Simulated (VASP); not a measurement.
# LiY3 (P6/mmm) in VASP: a series of runs

The runs below take LiY3 through single point, relaxation of cell and atoms, with PBE.

Program: VASP 6.6.1. These are calculated values, not measurements. Logs are shortened: lines on timing, memory, paths and dates and some standing lists are left out, and cuts for length are marked.

## 1. The cell of the first run

The structure is hexagonal, space group P6/mmm (No. 191). Conventional cell: a = 6.594 Å, b = 6.594 Å, c = 3.221 Å, α = 90.00°, β = 90.00°, γ = 120.00°. Within 4.2 Å of Li (site symmetry 6/mmm) lie 2 Li at 3.22 Å and 12 Y at 3.67 Å. Y (site symmetry mmm) has 6 Y at 3.22 to 3.30 Å and 4 Li at 3.67 Å within 4.2 Å.

The cell was built from a structure type or drawn by symmetry, and may not be a known phase.

## 2. Single point, PBE

Input file INCAR:

```
SYSTEM = LiY3
ALGO = Normal
EDIFF = 1E-6
ENCUT = 520
GGA = PE
ISIF = 2
ISMEAR = 0
LASPH = .TRUE.
LCHARG = .TRUE.
LELF = .TRUE.
LREAL = .FALSE.
LVHAR = .TRUE.
LWAVE = .FALSE.
NBANDS = 26
NELM = 60
PREC = Accurate
SIGMA = 0.1
```

Input file KPOINTS:

```
k-points
0
G
  6 6 6
  0 0 0
```

Input file POSCAR:

```
LiY3
1.0
    6.5937482001      0.0000000035      0.0000000000
   -3.2968741031      5.7103534457      0.0000000000
    0.0000000000      0.0000000000      3.2205664729
Li Y
1 3
Direct
    0.0000000000      0.0000000000      0.0000000000
    0.5000000000      0.0000000000      0.5000000000
    0.0000000000      0.5000000000      0.5000000000
    0.5000000000      0.5000000000      0.5000000000
```

Potentials or basis: VASP PAW PBE potentials, release 64 (Li_sv, Y_sv).

Started as:

```
> cat potpaw_PBE.64/Li_sv/POTCAR potpaw_PBE.64/Y_sv/POTCAR > POTCAR
> mpirun -np 1 vasp_std > vasp.out
```

OUTCAR:

```text
SYSTEM = LiY3
   EDIFF = 1E-6
   ENCUT = 520
   GGA = PE
   ISIF = 2
   ISMEAR = 0
   LASPH = .TRUE.
   LREAL = .FALSE.
   NELM = 60
   PREC = Accurate

 ion  position               nearest neighbor table
   1  0.000  0.000  0.000-
   2  0.500  0.000  0.500-   3 3.30   3 3.30   4 3.30   4 3.30
   3  0.000  0.500  0.500-   2 3.30   2 3.30   4 3.30   4 3.30
   4  0.500  0.500  0.500-   3 3.30   3 3.30   2 3.30   2 3.30

  LATTYP: Found a hexagonal cell.
 ALAT       =     6.5937482001
 C/A-ratio  =     0.4884272761

  Lattice vectors:

 A1 = (   6.5937482001,   0.0000000035,   0.0000000000)
 A2 = (  -3.2968741031,   5.7103534457,   0.0000000000)
 A3 = (   0.0000000000,   0.0000000000,   3.2205664729)

Analysis of symmetry for initial positions (statically):
=====================================================================
 Subroutine PRICEL returns:
 Original cell was already a primitive cell.

 Routine SETGRP: Setting up the symmetry group for a
 hexagonal supercell.

 Subroutine GETGRP returns: Found 24 space group operations
 (whereof 24 operations were pure point group operations)
 out of a pool of 24 trial point group operations.

The static configuration has the point symmetry D_6h.

Analysis of symmetry for dynamics (positions and initial velocities):
=====================================================================
 Subroutine PRICEL returns:
 Original cell was already a primitive cell.

 Routine SETGRP: Setting up the symmetry group for a
 hexagonal supercell.

 Subroutine GETGRP returns: Found 24 space group operations
 (whereof 24 operations were pure point group operations)
 out of a pool of 24 trial point group operations.

The dynamic configuration has the point symmetry D_6h.

 Subroutine INISYM returns: Found 24 space group operations
 (whereof 24 operations are pure point group operations),
 and found     1 'primitive' translations

----------------------------------------------------------------------------------------

                                     Primitive cell

  volume of cell :     121.2628

  direct lattice vectors                    reciprocal lattice vectors
     6.593748200  0.000000003  0.000000000     0.151658809  0.087560254  0.000000000
[... 81 lines left out ...]
   PREC   = accura    normal or accurate (medium, high low for compatibility)
   ISTART =      0    job   : 0-new  1-cont  2-samecut
   ICHARG =      2    charge: 1-file 2-atom 10-const
   ISPIN  =      1    spin polarized calculation?
   LNONCOLLINEAR =      F non collinear calculations
   LSORBIT =      F    spin-orbit coupling
   LASPH  =      T    aspherical Exc in radial PAW
   ENCUT  =  520.0 eV  38.22 Ry    6.18 a.u.  12.26 12.26  5.99*2*pi/ulx,y,z
   NELM   =     60;   NELMIN=  2; NELMDL= -5     # of ELM steps
   EDIFF  = 0.1E-05   stopping-criterion for ELM
   LREAL  =      F    real-space projection
   EDIFFG = 0.1E-04   stopping-criterion for IOM
   NSW    =      0    number of steps for IOM
   IBRION =     -1    ionic relax: 0-MD 1-quasi-New 2-CG
   NFREE  =      0    steps in history (QN), initial steepest desc. (CG)
   ISIF   =      2    stress and relaxation
   ISYM   =      2    0-nonsym 1-usesym 2-fastsym
   POTIM  = 0.5000    time-step for ionic-motion
   TEBEG  =    0.0;   TEEND  =   0.0 temperature during run
   PSTRESS=    0.0 pullay stress
   NELECT =      36.0000    total number of electrons
   NUPDOWN=      -1.0000    fix difference up-down
   EMIN   =  10.00;   EMAX   =-10.00  energy-range for DOS
   EFERMI =   0.00;   METHOD = LEGACY
   ISMEAR =     0;   SIGMA  =   0.10  broadening in eV -4-tet -1-fermi 0-gaus
   EFERMI_NEDOS =   21; number of points for ismear=-14 and -15
   IALGO  =     38    algorithm
   IMIX   =      4    mixing-type and parameters
     AMIX     =   0.40;   BMIX     =  1.00
     AMIX_MAG =   1.60;   BMIX_MAG =  1.00
  volume/ion in A,a.u.               =      30.32       204.58
  Fermi-wavevector in a.u.,A,eV,Ry     =   1.092110  2.063789 16.227732  1.192705
  Thomas-Fermi vector in A             =   2.228369
   LORBIT       =      0    0 simple, 1 ext, 2 COOP (PROOUT), +10 PAW based schemes
   GGA     = PE    functional components
   LHFCALC =     F    Hartree Fock is set to
   AEXX    =    0.0000 exact exchange contribution
   IVDW    =     0    specifies the selected vdW correction
   LEPSILON=     F    determine dielectric tensor
   LRPA    =     F    only Hartree local field effects (RPA)
 non-spin polarized calculation
 Gauss-broadening in eV      SIGMA  =   0.10
  energy-cutoff  :      520.00
  volume of cell :      121.26
 maximum number of plane-waves:      3300
 NGX is ok and might be reduce to    50
   NGX = 25   NGY = 25   NGZ = 11

 number of electron      36.0000010 magnetization

 Free energy of the ion-electron system (eV)
  ---------------------------------------------------
  ext. energy  EPLUGINS =         0.00000000
  ---------------------------------------------------
  free energy    TOTEN  =       -19.70610963 eV

  energy without entropy =      -19.67722690  energy(sigma->0) =      -19.69166826

 E-fermi :   2.4155     XC(G=0):  -8.9104

 val. band max:        2.4135371061   @ k =   0.3333  -0.0000   0.5000
 cond. band min:       2.4258729044   @ k =   0.1667  -0.0000   0.5000
 fundamental gap:      0.0123357983
 Fermi energy:         2.4155291908

 k-point     1 :       0.0000    0.0000    0.0000
  band No.  band energies     occupation
      1     -43.4062      2.00000
      2     -40.5210      2.00000
      3     -40.4324      2.00000
      4     -40.4324      2.00000
      5     -20.9591      2.00000
      6     -20.6825      2.00000
[... 685 lines left out ...]
     25       5.1409      0.00000
     26       5.2623      0.00000

 [... further k-points ...]
[... 5 lines left out ...]
  --------------------------------------------------------------------------------------
  -------------------------------------------------------------------------------------
  Total        0.2151300      0.2151300     -0.0534582     -0.0000000      0.0000000      0.0000000
  in kB        2.8423917      2.8423917     -0.7063130     -0.0000000      0.0000000      0.0000000
  external PRESSURE =       1.6594901 kB  Pullay stress =       0.0000000 kB

 VOLUME and BASIS-vectors are now :
 -----------------------------------------------------------------------------
  energy-cutoff  :      520.00
  volume of cell :      121.26
      direct lattice vectors                 reciprocal lattice vectors
     6.593748200  0.000000003  0.000000000     0.151658809  0.087560254  0.000000000
    -3.296874103  5.710353446  0.000000000    -0.000000000  0.175120509  0.000000000
     0.000000000  0.000000000  3.220566473     0.000000000  0.000000000  0.310504381

 POSITION                                       TOTAL-FORCE (eV/Angst)
 -----------------------------------------------------------------------------------
      0.00000      0.00000      0.00000         0.000000      0.000000      0.000000
      3.29687      0.00000      1.61028        -0.000000      0.000000      0.000000
     -1.64844      2.85518      1.61028        -0.000000      0.000000      0.000000
      1.64844      2.85518      1.61028        -0.000000      0.000000      0.000000
 -----------------------------------------------------------------------------------
    total drift:                               -0.000000      0.000000      0.000000

  FREE ENERGIE OF THE ION-ELECTRON SYSTEM (eV)
  ---------------------------------------------------
  free  energy   TOTEN  =       -19.7061096268 eV

  energy  without entropy=      -19.6772269029  energy(sigma->0) =      -19.69166826
```

Wall time 2.5 min (1 thread of Oxide Virtual Turin-like, shared host); peak memory 0.25 GiB.

What came out:

| Property | Result |
| --- | --- |
| Free energy | -19.7061 eV |
| Band gap on the k mesh | zero (bands 18 and 19 overlap by 0.43 eV) |

Caveat: the cutoff is under 1.25 times the usual one of these potentials, so pressure, stress and relaxed cells hold a basis-set (Pulay) error.

## 3. Relaxation of cell and atoms, PBE

This run uses another cell than the first one, of 23.07 Å³/atom.

Input file INCAR:

```
SYSTEM = LiY3
ALGO     = Normal         ! electronic algorithm
EDIFF    = 1E-6           ! SCF threshold, eV
EDIFFG   = -0.04          ! ionic threshold
ENCUT    = 600            ! plane-wave cutoff, eV
GGA      = PE             ! functional
IBRION   = 2              ! ionic algorithm
ISIF     = 3              ! what is computed and relaxed
ISMEAR   = 0              ! smearing method
LASPH    = .TRUE.         ! aspherical terms in the spheres
LCHARG   = .FALSE.        ! write CHGCAR
LREAL    = .FALSE.        ! projectors in reciprocal space
LWAVE    = .FALSE.        ! write WAVECAR
NELM     = 80             ! most SCF steps
NSW      = 90             ! ionic steps
PREC     = Accurate       ! precision mode
SIGMA    = 0.1            ! smearing width, eV
```

KPOINTS is that of step 2.

Input file POSCAR:

```
LiY3
1.0
    5.3667425500      0.0000000000      0.0000000000
   -2.6833712800      4.6477353900      0.0000000000
    0.0000000000      0.0000000000      3.6996852700
Li Y
1 3
Direct
    0.0000000000      0.0000000000      0.0000000000
    0.5000000000      0.0000000000      0.5000000000
    0.0000000000      0.5000000000      0.5000000000
    0.5000000000      0.5000000000      0.5000000000
```

Potentials or basis: VASP PAW PBE potentials, release 64 (Li_sv, Y_sv).

Started as:

```
> cat potpaw_PBE.64/Li_sv/POTCAR potpaw_PBE.64/Y_sv/POTCAR > POTCAR
> mpirun -np 1 vasp_std > vasp.out
```

Run time: 14 min. Hardware: 1 thread of Oxide Virtual Turin-like, shared host; peak memory 0.27 GiB.

The run converged. Its results:

```
Free energy                           : -19.6787 eV
Relaxed volume                        : 30.30 Å³/atom
Relaxed cell                          : a = 6.591 Å, b = 6.591 Å, c = 3.222 Å, α = 90.00°, β = 90.00°, γ = 120.00°
Space group after relaxing (to 0.1 Å) : P6/mmm (No. 191)
Energy gained by relaxing             : 876.4 meV/atom
Ionic steps                           : 9
Pressure after relaxing               : -0.1 GPa
Band gap on the k mesh                : zero (bands 18 and 19 overlap by 0.43 eV)
```

Step by step:
| step | energy change (eV) | largest force (eV/Å) | pressure (GPa) | volume (Å³) |
| --- | --- | --- | --- | --- |
| 1 | 0.0000 | 0.0000 | 17.87 | 92.28 |
| 2 | -3.2488 | 0.0000 | -1.01 | 128.97 |
| 3 | -3.2717 | 0.0000 | -2.49 | 135.82 |
| 4 | -3.2758 | 0.0000 | -2.02 | 133.47 |
| 5 | -3.4577 | 0.0000 | -1.19 | 126.76 |
| 6 | -3.5032 | 0.0000 | -0.42 | 122.75 |
| 7 | -3.5051 | 0.0000 | -0.19 | 121.72 |
| 8 | -3.5050 | 0.0000 | -0.24 | 121.96 |
| 9 | -3.5058 | 0.0000 | -0.06 | 121.20 |

Final structure:
```
Li Y
1.0
     6.59108    0.00000    0.00000
    -3.29554    5.70804    0.00000
     0.00000    0.00000    3.22151
Li Y
1 3
Direct
  0.00000 0.00000 0.00000
  0.50000 0.00000 0.50000
  0.00000 0.50000 0.50000
  0.50000 0.50000 0.50000
```

Levels at points of the mesh, in eV from the Fermi level:
```
           k point  band 14  band 15  band 16  band 17  band 18  band 19  band 20  band 21  band 22
(0.00, 0.00, 0.00)    -4.36    -1.76    -1.18    -1.18    -0.54     0.19     0.19     0.52     0.52
(0.50, 0.00, 0.00)    -3.32    -2.66    -1.30    -0.81    -0.45    -0.20     0.42     0.42     0.70
(0.00, 0.00, 0.50)    -1.95    -1.71    -0.97    -0.97    -0.51     0.15     0.43     0.43     2.39
(0.50, 0.00, 0.50)    -1.41    -1.00    -0.66    -0.54    -0.23     0.08     0.77     0.98     1.56
```

Caveat: the cutoff is under 1.25 times the usual one of these potentials, so pressure, stress and relaxed cells hold a basis-set (Pulay) error; the volume moved by over 15 % at a fixed basis, so the end points are rough.

## 4. Single point, PBE

This run uses another cell than the first one, of 30.51 Å³/atom.

Input file INCAR:

```
SYSTEM = LiY3
ALGO     = Fast           ! electronic algorithm
EDIFF    = 1E-6           ! SCF threshold, eV
ENCUT    = 520            ! plane-wave cutoff, eV
GGA      = PE             ! functional
ISIF     = 2              ! what is computed and relaxed
ISMEAR   = 0              ! smearing method
LASPH    = .TRUE.         ! aspherical terms in the spheres
LCHARG   = .FALSE.        ! write CHGCAR
LREAL    = .FALSE.        ! projectors in reciprocal space
LWAVE    = .FALSE.        ! write WAVECAR
NBANDS   = 26             ! bands
NELM     = 100            ! most SCF steps
PREC     = Accurate       ! precision mode
SIGMA    = 0.1            ! smearing width, eV
```

Input file KPOINTS:

```
k-points
0
G
  12 12 14
  0 0 0
```

Input file POSCAR:

```
LiY3
1.0
    6.6145273801      0.0000000000      0.0000000000
   -3.3072636901      5.7283487452      0.0000000000
    0.0000000000      0.0000000000      3.2205106029
Li Y
1 3
Direct
    0.0000000000      0.0000000000      0.0000000000
    0.5000000000      0.0000000000      0.5000000000
    0.0000000000      0.5000000000      0.5000000000
    0.5000000000      0.5000000000      0.5000000000
```

Potentials or basis: VASP PAW PBE potentials, release 64 (Li_sv, Y_sv).

Started as:

```
> cat potpaw_PBE.64/Li_sv/POTCAR potpaw_PBE.64/Y_sv/POTCAR > POTCAR
> mpirun -np 1 vasp_std > vasp.out
```

OUTCAR:

```text
SYSTEM = LiY3
   EDIFF = 1E-6
   ENCUT = 520
   GGA = PE
   ISIF = 2
   ISMEAR = 0
   LASPH = .TRUE.
   LREAL = .FALSE.
   NELM = 100
   PREC = Accurate

 ion  position               nearest neighbor table
   1  0.000  0.000  0.000-
   2  0.500  0.000  0.500-   3 3.31   3 3.31   4 3.31   4 3.31
   3  0.000  0.500  0.500-   2 3.31   2 3.31   4 3.31   4 3.31
   4  0.500  0.500  0.500-   3 3.31   3 3.31   2 3.31   2 3.31

  LATTYP: Found a hexagonal cell.
 ALAT       =     6.6145273801
 C/A-ratio  =     0.4868844617

  Lattice vectors:

 A1 = (   6.6145273801,   0.0000000000,   0.0000000000)
 A2 = (  -3.3072636901,   5.7283487452,   0.0000000000)
 A3 = (   0.0000000000,   0.0000000000,   3.2205106029)

Analysis of symmetry for initial positions (statically):
=====================================================================
 Subroutine PRICEL returns:
 Original cell was already a primitive cell.

 Routine SETGRP: Setting up the symmetry group for a
 hexagonal supercell.

 Subroutine GETGRP returns: Found 24 space group operations
[... 164 lines left out ...]
  ---------------------------------------------------
  ext. energy  EPLUGINS =         0.00000000
  ---------------------------------------------------
  free energy    TOTEN  =       -19.70388156 eV

  energy without entropy =      -19.67379205  energy(sigma->0) =      -19.68883681

 E-fermi :   2.3978     XC(G=0):  -8.8852

 val. band max:        2.3976422063   @ k =   0.3333   0.3333   0.0000
 cond. band min:       2.3982815701   @ k =   0.2500   0.2500   0.0714
 fundamental gap:      0.0006393639
 Fermi energy:         2.3977728069

 k-point     1 :       0.0000    0.0000    0.0000
  band No.  band energies     occupation
      1     -43.4588      2.00000
      2     -40.5332      2.00000
      3     -40.4478      2.00000
      4     -40.4478      2.00000
      5     -20.9586      2.00000
      6     -20.6938      2.00000
[... 685 lines left out ...]
     25       5.5668      0.00000
     26       5.9322      0.00000

 [... further k-points ...]
[... 5 lines left out ...]
  --------------------------------------------------------------------------------------
  -------------------------------------------------------------------------------------
  Total        0.0146604      0.0146604     -0.0074085     -0.0000000     -0.0000000     -0.0000000
  in kB        0.1924881      0.1924881     -0.0972718     -0.0000000     -0.0000000     -0.0000000
  external PRESSURE =       0.0959015 kB  Pullay stress =       0.0000000 kB

 VOLUME and BASIS-vectors are now :
 -----------------------------------------------------------------------------
  energy-cutoff  :      520.00
  volume of cell :      122.03
      direct lattice vectors                 reciprocal lattice vectors
     6.614527380  0.000000000  0.000000000     0.151182381  0.087285188  0.000000000
    -3.307263690  5.728348745  0.000000000     0.000000000  0.174570377  0.000000000
     0.000000000  0.000000000  3.220510603     0.000000000  0.000000000  0.310509768

 POSITION                                       TOTAL-FORCE (eV/Angst)
 -----------------------------------------------------------------------------------
      0.00000      0.00000      0.00000        -0.000000      0.000000      0.000000
      3.30726      0.00000      1.61026        -0.000000      0.000000      0.000000
     -1.65363      2.86417      1.61026         0.000000      0.000000      0.000000
      1.65363      2.86417      1.61026         0.000000      0.000000      0.000000
 -----------------------------------------------------------------------------------
    total drift:                                0.000000      0.000000      0.000000

  FREE ENERGIE OF THE ION-ELECTRON SYSTEM (eV)
  ---------------------------------------------------
  free  energy   TOTEN  =       -19.7038815625 eV

  energy  without entropy=      -19.6737920525  energy(sigma->0) =      -19.68883681
```

Wall time 67 min (1 thread of Oxide Virtual Turin-like, shared host); peak memory 0.53 GiB.

Results:

```
Free energy            : -19.7039 eV
Band gap on the k mesh : zero (bands 18 and 19 overlap by 0.42 eV)
```

Caveat: the cutoff is under 1.25 times the usual one of these potentials, so pressure, stress and relaxed cells hold a basis-set (Pulay) error.

## 5. Summary

```csv
task,cell,k mesh,cutoff (eV),gap on the mesh (eV)
single point,"a = 6.594, b = 6.594, c = 3.221 Å, angles 90.0, 90.0, 120.0°, 4 atoms",6 × 6 × 6,520,none
relaxation of cell and atoms,"relaxed from a = 5.367, b = 5.367, c = 3.700 Å, angles 90.0, 90.0, 120.0°, 4 atoms",6 × 6 × 6,600,none
single point,"a = 6.615, b = 6.615, c = 3.221 Å, angles 90.0, 90.0, 120.0°, 4 atoms",12 × 12 × 14,520,none
```

Alike in all rows: level PBE; potentials or basis VASP PAW PBE potentials, release 64 (Li_sv, Y_sv); no spin polarisation; smearing gaussian 0.1 eV.

Caveats: the cutoff is under 1.25 times the usual one of these potentials, so pressure, stress and relaxed cells hold a basis-set (Pulay) error; the volume moved by over 15 % at a fixed basis, so the end points are rough (at least some runs).

Absolute energies hang on the potentials; compare differences alone.
